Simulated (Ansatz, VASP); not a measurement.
## Two plane-wave programs on Al3Au

```
Au Al
1.0
    -2.06506    2.06506    4.13616
     2.06506   -2.06506    4.13616
     2.06506    2.06506   -4.13616
Au Al
1 3
Cartesian
  0.0000 0.0000 0.0000
  0.0000 0.0000 4.1362
  2.0651 0.0000 2.0681
  0.0000 2.0651 2.0681
```

Alike in both runs: task single point; functional PBE; k mesh 9 × 9 × 9; occupations fermi-dirac, width 0.05 eV; no spin polarisation.

```csv
,VASP,Ansatz
version,VASP 6.6.1,Ansatz 0.2.0
potentials or method,"VASP PAW PBE potentials, release 64 (Au, Al)",Ansatz PAW
plane-wave cutoff (eV),520,420
valence electrons in the cell,20,28
```

Ansatz gave:

```
gap on the k mesh at the Fermi level (eV)                     : none
pressure (GPa)                                                : -4.5
traceless stress, the component that is largest in VASP (GPa) : -0.21
```

Which values does VASP return?

gap on the k mesh at the Fermi level (eV): none; pressure (GPa): -4.6; traceless stress, the component that is largest in VASP (GPa): -0.20.

A gap of «none» marks a metal or a gap that the smearing closes. VASP's potentials hold 20 valence electrons a cell and Ansatz's 28, so a difference there can come from the potentials and not from the codes.

Spin-orbit coupling is off throughout.
